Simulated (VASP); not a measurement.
Runs of VASP 6.6.1 on MgB2. The structure is that of space group P6/mmm (No. 191), or close to it. The cells are those of the table. 

| task | cell | cutoff (eV) | gap on the mesh (eV) | pressure (GPa) |
| --- | --- | --- | --- | --- |
| single point | a = 3.067, b = 3.067, c = 3.488 Å, angles 90.0, 90.0, 120.0°, 3 atoms | 520 | none | (a) |
| single point | a = 3.050, b = 3.050, c = 3.456 Å, angles 90.0, 90.0, 120.0°, 3 atoms | 520 | none | 3.1 |
| relaxation of shape and atoms at fixed volume | relaxed from a = 3.087, b = 3.087, c = 3.511 Å, angles 90.0, 90.0, 120.0°, 3 atoms | 600 | none | -2.9 |
| single point | a = 3.033, b = 3.033, c = 3.424 Å, angles 90.0, 90.0, 120.0°, 3 atoms | 520 | none | 6.5 |
| single point | a = 3.067, b = 3.021, c = 3.488 Å, angles 90.0, 90.0, 120.5°, 3 atoms | 520 | none | 3.8 |

Alike in all rows: level PBEsol; potentials or basis VASP PAW PBE potentials, release 64 (Mg, B); no spin polarisation; k mesh 12 × 12 × 10; smearing gaussian 0.05 eV.

**Question.** Fill in the values left out.

**Answer.** (a) 0.0.

Caveats: the PAW data sets were made with another functional, which shifts forces and pressure a little; the cell stands under pressure (at least some runs).

A gap of «none» marks levels without a gap at the run's occupations.
